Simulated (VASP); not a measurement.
# Pd (Fm-3m) in VASP: a series of runs

Pd is run at these levels: PBE; tasks: relaxation of cell and atoms.

Everything below comes from runs of VASP 6.6.1. Logs are shortened: lines on timing, memory, paths and dates and some standing lists are left out, and cuts for length are marked.

## (1) The cell of the first run

It takes space group Fm-3m (No. 225, cubic). The conventional cell has a = 3.943 Å, b = 3.943 Å, c = 3.943 Å, α = 90.00°, β = 90.00°, γ = 90.00°. Pd (site symmetry m-3m) has 12 Pd at 2.79 Å within 3.7 Å.

## (2) Relaxation of cell and atoms, PBE

Contents of INCAR:

```
PREC = Accurate ; ENCUT = 600
EDIFF = 1E-6 ; ISMEAR = -1
SIGMA = 0.05 ; LREAL = False
LASPH = True ; NELM = 100
ALGO = Normal ; ISIF = 3
LWAVE = False ; LCHARG = False
GGA = PE ; IBRION = 2
NSW = 45 ; EDIFFG = -0.005
```

Contents of KPOINTS:

```
regular mesh
0
Gamma
  18 18 18
```

Contents of POSCAR:

```
Pd
1.0
    0.0000000000      1.9712891000      1.9712891000
    1.9712891000      0.0000000000      1.9712891000
    1.9712891000      1.9712891000      0.0000000000
Pd
1
Direct
    0.0000000000      0.0000000000      0.0000000000
```

Potentials or basis: VASP PAW PBE potentials, release 64 (Pd).

On the command line:

```sh
> cat potpaw_PBE.64/Pd/POTCAR > POTCAR
> mpirun -np 1 vasp_std > vasp.out
```

OUTCAR:

```text
PREC = Accurate
   ENCUT = 600
   EDIFF = 1E-6
   ISMEAR = -1
   LREAL = False
   LASPH = True
   NELM = 100
   ISIF = 3
   GGA = PE
   IBRION = 2
   NSW = 45
   EDIFFG = -0.005

 ion  position               nearest neighbor table
   1  0.000  0.000  0.000-

  LATTYP: Found a face centered cubic cell.
 ALAT       =     3.9425782000

  Lattice vectors:

 A1 = (   0.0000000000,   1.9712891000,   1.9712891000)
 A2 = (   1.9712891000,   0.0000000000,   1.9712891000)
 A3 = (   1.9712891000,   1.9712891000,   0.0000000000)

Analysis of symmetry for initial positions (statically):
=====================================================================
 Subroutine PRICEL returns:
 Original cell was already a primitive cell.

 Routine SETGRP: Setting up the symmetry group for a
 face centered cubic supercell.

 Subroutine GETGRP returns: Found 48 space group operations
 (whereof 48 operations were pure point group operations)
 out of a pool of 48 trial point group operations.

The static configuration has the point symmetry O_h .

Analysis of symmetry for dynamics (positions and initial velocities):
=====================================================================
 Subroutine PRICEL returns:
 Original cell was already a primitive cell.

 Routine SETGRP: Setting up the symmetry group for a
 face centered cubic supercell.

 Subroutine GETGRP returns: Found 48 space group operations
 (whereof 48 operations were pure point group operations)
 out of a pool of 48 trial point group operations.

The dynamic configuration has the point symmetry O_h .

 Subroutine INISYM returns: Found 48 space group operations
 (whereof 48 operations are pure point group operations),
 and found     1 'primitive' translations

----------------------------------------------------------------------------------------

                                     Primitive cell

  volume of cell :      15.3208

  direct lattice vectors                    reciprocal lattice vectors
     0.000000000  1.971289100  1.971289100    -0.253641133  0.253641133  0.253641133
     1.971289100  0.000000000  1.971289100     0.253641133 -0.253641133  0.253641133
     1.971289100  1.971289100  0.000000000     0.253641133  0.253641133 -0.253641133

  length of vectors
     2.787823781  2.787823781  2.787823781     0.439319329  0.439319329  0.439319329

  position of ions in fractional coordinates (direct lattice)
     0.000000000  0.000000000  0.000000000

  ion indices of the primitive-cell ions
   primitive index   ion index
                 1           1

----------------------------------------------------------------------------------------

 KPOINTS: regular mesh

Automatic generation of k-mesh.
 Grid dimensions read from file:
 generate k-points for:   18   18   18

 Generating k-lattice:

  Cartesian coordinates                     Fractional coordinates (reciprocal lattice)
    -0.014091174  0.014091174  0.014091174     0.055555556  0.000000000  0.000000000
     0.014091174 -0.014091174  0.014091174     0.000000000  0.055555556  0.000000000
     0.014091174  0.014091174 -0.014091174     0.000000000  0.000000000  0.055555556

  Length of vectors
     0.024406629  0.024406629  0.024406629

  Shift w.r.t. Gamma in fractional coordinates (k-lattice)
     0.000000000  0.000000000  0.000000000

 Subroutine IBZKPT returns following result:
 ===========================================

 Found    195 irreducible k-points:

 Following reciprocal coordinates:
            Coordinates               Weight
  0.000000  0.000000  0.000000      1.000000
  0.055556  0.000000  0.000000      8.000000
  0.111111  0.000000  0.000000      8.000000
  0.166667  0.000000  0.000000      8.000000
  0.222222  0.000000  0.000000      8.000000
  0.277778  0.000000  0.000000      8.000000
[... 16 lines left out ...]
 -0.277778  0.055556  0.000000     24.000000
 -0.222222  0.055556  0.000000     24.000000
 [... further k-points ...]
   k-points           NKPTS =    195   k-points in BZ     NKDIM =    195   number of bands    NBANDS=      9
   number of dos      NEDOS =    301   number of ions     NIONS =      1
   total plane-waves  NPLWV =  13824
   dimension x,y,z NGX =    24 NGY =   24 NGZ =   24
   dimension x,y,z NGXF=    48 NGYF=   48 NGZF=   48
   ions per type =               1
   NGX,Y,Z   is equivalent  to a cutoff of  14.31, 14.31, 14.31 a.u.
   NGXF,Y,Z  is equivalent  to a cutoff of  28.62, 28.62, 28.62 a.u.
 SYSTEM =  unknown system
   PREC   = accura    normal or accurate (medium, high low for compatibility)
   ISTART =      0    job   : 0-new  1-cont  2-samecut
   ICHARG =      2    charge: 1-file 2-atom 10-const
   ISPIN  =      1    spin polarized calculation?
   LNONCOLLINEAR =      F non collinear calculations
   LSORBIT =      F    spin-orbit coupling
   LASPH  =      T    aspherical Exc in radial PAW
   ENCUT  =  600.0 eV  44.10 Ry    6.64 a.u.   5.57  5.57  5.57*2*pi/ulx,y,z
   NELM   =    100;   NELMIN=  2; NELMDL= -5     # of ELM steps
   EDIFF  = 0.1E-05   stopping-criterion for ELM
   LREAL  =      F    real-space projection
   EDIFFG = -.5E-02   stopping-criterion for IOM
   NSW    =     45    number of steps for IOM
   IBRION =      2    ionic relax: 0-MD 1-quasi-New 2-CG
   NFREE  =      1    steps in history (QN), initial steepest desc. (CG)
   ISIF   =      3    stress and relaxation
   ISYM   =      2    0-nonsym 1-usesym 2-fastsym
   POTIM  = 0.5000    time-step for ionic-motion
   TEBEG  =    0.0;   TEEND  =   0.0 temperature during run
   PSTRESS=    0.0 pullay stress
   NELECT =      10.0000    total number of electrons
   NUPDOWN=      -1.0000    fix difference up-down
   EMIN   =  10.00;   EMAX   =-10.00  energy-range for DOS
   EFERMI =   0.00;   METHOD = LEGACY
   ISMEAR =    -1;   SIGMA  =   0.05  broadening in eV -4-tet -1-fermi 0-gaus
   EFERMI_NEDOS =   21; number of points for ismear=-14 and -15
   IALGO  =     38    algorithm
   IMIX   =      4    mixing-type and parameters
     AMIX     =   0.40;   BMIX     =  1.00
     AMIX_MAG =   1.60;   BMIX_MAG =  1.00
  volume/ion in A,a.u.               =      15.32       103.39
  Fermi-wavevector in a.u.,A,eV,Ry     =   1.420086  2.683573 27.438094  2.016643
  Thomas-Fermi vector in A             =   2.541038
   LORBIT       =      0    0 simple, 1 ext, 2 COOP (PROOUT), +10 PAW based schemes
   GGA     = PE    functional components
   LHFCALC =     F    Hartree Fock is set to
   AEXX    =    0.0000 exact exchange contribution
   IVDW    =     0    specifies the selected vdW correction
   LEPSILON=     F    determine dielectric tensor
   LRPA    =     F    only Hartree local field effects (RPA)
 conjugate gradient relaxation of ions
 non-spin polarized calculation
  energy-cutoff  :      600.00
  volume of cell :       15.32
 maximum number of plane-waves:       532
   NGX = 11   NGY = 11   NGZ = 11

--------------------------------------- Ionic step        1  -------------------------------------------

 number of electron      10.0000000 magnetization

 Free energy of the ion-electron system (eV)
  ---------------------------------------------------
  ext. energy  EPLUGINS =         0.00000000
  ---------------------------------------------------
  free energy    TOTEN  =        -5.22983831 eV

  energy without entropy =       -5.21081208  energy(sigma->0) =       -5.22032519

------------------------ aborting loop because EDIFF is reached ----------------------------------------

  FORCE on cell =-STRESS in cart. coord.  units (eV):
  Direction    XX          YY          ZZ          XY          YZ          ZX
  --------------------------------------------------------------------------------------
  -------------------------------------------------------------------------------------
  Total       -0.0319670     -0.0319670     -0.0319670      0.0000000      0.0000000     -0.0000000
  in kB       -3.3429650     -3.3429650     -3.3429650      0.0000000      0.0000000     -0.0000000
  external PRESSURE =      -3.3429650 kB  Pullay stress =       0.0000000 kB

 VOLUME and BASIS-vectors are now :
 -----------------------------------------------------------------------------
  energy-cutoff  :      600.00
  volume of cell :       15.32
      direct lattice vectors                 reciprocal lattice vectors
     0.000000000  1.971289100  1.971289100    -0.253641133  0.253641133  0.253641133
     1.971289100  0.000000000  1.971289100     0.253641133 -0.253641133  0.253641133
     1.971289100  1.971289100  0.000000000     0.253641133  0.253641133 -0.253641133
[... 36 lines left out ...]
 POSITION                                       TOTAL-FORCE (eV/Angst)
 -----------------------------------------------------------------------------------
      1.96825      1.96825      3.93650         0.000000     -0.000000      0.000000
 -----------------------------------------------------------------------------------
    total drift:                               -0.000000     -0.000000     -0.000000

  FREE ENERGIE OF THE ION-ELECTRON SYSTEM (eV)
  ---------------------------------------------------
  free  energy   TOTEN  =        -5.2298184143 eV

  energy  without entropy=       -5.2109066542  energy(sigma->0) =       -5.22036253

--------------------------------------- Ionic step        3  -------------------------------------------

 number of electron      10.0000000 magnetization

 Free energy of the ion-electron system (eV)
  ---------------------------------------------------
  ext. energy  EPLUGINS =         0.00000000
  ---------------------------------------------------
  free energy    TOTEN  =        -5.22987209 eV

  energy without entropy =       -5.21089550  energy(sigma->0) =       -5.22038380

 E-fermi :   9.1856     XC(G=0): -12.9615

 val. band max:        9.1806493985   @ k =  -0.4444   0.3889   0.1111
 cond. band min:       9.1880548832   @ k =  -0.3889   0.3889   0.0556
 fundamental gap:      0.0074054847
 Fermi energy:         9.1856489854

 k-point     1 :       0.0000    0.0000    0.0000
  band No.  band energies     occupation
      1       2.3231      2.00000
      2       6.5068      2.00000
      3       6.5068      2.00000
      4       6.5068      2.00000
      5       8.0247      2.00000
      6       8.0247      2.00000
      7      26.3566      0.00000
      8      30.9292      0.00000
      9      30.9292      0.00000

 k-point     2 :       0.0556    0.0000    0.0000
  band No.  band energies     occupation
      1       2.4321      2.00000
      2       6.4691      2.00000
      3       6.5439      2.00000
      4       6.5439      2.00000
      5       8.0071      2.00000
      6       8.0071      2.00000
      7      26.4646      0.00000
      8      30.1682      0.00000
      9      31.0470      0.00000
[... 253 lines left out ...]
 k-point    24 :      -0.2222    0.0556    0.0000
  band No.  band energies     occupation
      1       3.9963      2.00000
      2       6.3012      2.00000
      3       6.8157      2.00000
      4       6.8470      2.00000
      5       7.9163      2.00000
      6       8.4115      2.00000
      7      23.8167      0.00000
      8      27.2986      0.00000
      9      30.9649      0.00000

 [... further k-points ...]

------------------------ aborting loop because EDIFF is reached ----------------------------------------

  FORCE on cell =-STRESS in cart. coord.  units (eV):
  Direction    XX          YY          ZZ          XY          YZ          ZX
  --------------------------------------------------------------------------------------
  -------------------------------------------------------------------------------------
  Total        0.0005064      0.0005064      0.0005064      0.0000000      0.0000000      0.0000000
  in kB        0.0530631      0.0530631      0.0530631      0.0000000      0.0000000      0.0000000
  external PRESSURE =       0.0530631 kB  Pullay stress =       0.0000000 kB

 VOLUME and BASIS-vectors are now :
 -----------------------------------------------------------------------------
  energy-cutoff  :      600.00
  volume of cell :       15.29
      direct lattice vectors                 reciprocal lattice vectors
     0.000000000  1.969972024  1.969972024    -0.253810711  0.253810711  0.253810711
     1.969972024  0.000000000  1.969972024     0.253810711 -0.253810711  0.253810711
     1.969972024  1.969972024  0.000000000     0.253810711  0.253810711 -0.253810711

 POSITION                                       TOTAL-FORCE (eV/Angst)
 -----------------------------------------------------------------------------------
      0.00000      0.00000      0.00000        -0.000000     -0.000000      0.000000
 -----------------------------------------------------------------------------------
    total drift:                               -0.000000     -0.000000     -0.000000

  FREE ENERGIE OF THE ION-ELECTRON SYSTEM (eV)
  ---------------------------------------------------
  free  energy   TOTEN  =        -5.2298720947 eV

  energy  without entropy=       -5.2108954984  energy(sigma->0) =       -5.22038380

 reached required accuracy - stopping structural energy minimisation
```

Wall time 27 s (1 thread of Intel Xeon Platinum 8488C (Sapphire Rapids), shared host); peak memory 0.17 GiB.

Results:

- Free energy: -5.2299 eV
- Relaxed volume: 15.29 Å³/atom
- Relaxed cell: a = 2.786 Å, b = 2.786 Å, c = 2.786 Å, α = 60.00°, β = 60.00°, γ = 60.00°
- Space group after relaxing (to 0.05 Å): Fm-3m (No. 225)
- Energy gained by relaxing: 0.0 meV/atom
- Ionic steps: 3
- Pressure after relaxing: 0.0 GPa
- Band gap on the k mesh: zero (band 5 reaches 9.46 eV, above the bottom of band 6 at 7.97 eV)

Final structure:
```yaml
crystal:
  lattice:
    - [0.00000, 1.96997, 1.96997]
    - [1.96997, 0.00000, 1.96997]
    - [1.96997, 1.96997, 0.00000]
  atoms:
    - { symbol: Pd, position: [0.00000, 0.00000, 0.00000] }
```

Levels at points of the mesh, in eV from the Fermi level:
| k point | band 1 | band 2 | band 3 | band 4 | band 5 | band 6 | band 7 | band 8 | band 9 |
| --- | --- | --- | --- | --- | --- | --- | --- | --- | --- |
| (0.00, 0.00, 0.00) | -6.86 | -2.68 | -2.68 | -2.68 | -1.16 | -1.16 | 17.17 | 21.74 | 21.74 |
| (0.50, 0.00, 0.00) | -5.02 | -2.72 | -2.72 | -0.03 | -0.03 | 1.10 | 7.04 | 16.52 | 20.75 |
| (0.50, 0.50, 0.00) | -5.09 | -4.82 | -0.06 | 0.27 | 0.27 | 3.35 | 10.41 | 13.02 | 13.02 |

## (3) Relaxation of cell and atoms, PBE

This run uses another cell than the first one, of 15.37 Å³/atom, 1.003 times its volume.

Contents of INCAR:

```
  ALGO = Normal
  EDIFF = 1E-6
  EDIFFG = -0.005
  ENCUT = 600
  GGA = PE
  IBRION = 2
  ISIF = 3
  ISMEAR = -1
  LASPH = T
  LCHARG = F
  LREAL = F
  LWAVE = F
  NELM = 100
  NSW = 60
  PREC = Accurate
  SIGMA = 0.05
```

Contents of KPOINTS:

```
k-points
0
Gamma
  18 18 18
```

Contents of POSCAR:

```
Pd
1.0
    0.0000000000      1.9734833199      1.9734833199
    1.9734833199      0.0000000000      1.9734833199
    1.9734833199      1.9734833199      0.0000000000
Pd
1
Direct
    0.0000000000      0.0000000000      0.0000000000
```

Potentials or basis: VASP PAW PBE potentials, release 64 (Pd).

On the command line:

```sh
> cat potpaw_PBE.64/Pd/POTCAR > POTCAR
> mpirun -np 1 vasp_std > vasp.out
```

Run time: 30 s. Hardware: 1 thread of Intel Xeon Platinum 8488C (Sapphire Rapids), shared host; peak memory 0.17 GiB.

It converged, with:

* Free energy: -5.2299 eV
* Relaxed volume: 15.29 Å³/atom
* Relaxed cell: a = 2.786 Å, b = 2.786 Å, c = 2.786 Å, α = 60.00°, β = 60.00°, γ = 60.00°
* Space group after relaxing (to 0.05 Å): Fm-3m (No. 225)
* Energy gained by relaxing: 0.2 meV/atom
* Ionic steps: 3
* Pressure after relaxing: 0.0 GPa
* Band gap on the k mesh: zero (band 5 reaches 9.46 eV, above the bottom of band 6 at 7.97 eV)

Step by step:
```csv
step,energy change (eV),largest force (eV/Å),pressure (GPa),volume (Å³)
1,0.0000,0.0000,-0.89,15.37
2,0.0002,0.0000,1.16,15.18
3,-0.0002,0.0000,0.01,15.29
```

Final structure:
```
CELL_PARAMETERS angstrom
0.00000 1.96996 1.96996
1.96996 0.00000 1.96996
1.96996 1.96996 0.00000
ATOMIC_POSITIONS crystal
Pd 0.00000 0.00000 0.00000
```

Levels at points of the mesh, in eV from the Fermi level:
```csv
k point,band 1,band 2,band 3,band 4,band 5,band 6,band 7,band 8,band 9
"(0.00, 0.00, 0.00)",-6.86,-2.68,-2.68,-2.68,-1.16,-1.16,17.17,21.74,21.74
"(0.50, 0.00, 0.00)",-5.02,-2.72,-2.72,-0.03,-0.03,1.10,7.04,16.52,20.75
"(0.50, 0.50, 0.00)",-5.09,-4.82,-0.06,0.27,0.27,3.35,10.41,13.02,13.02
```
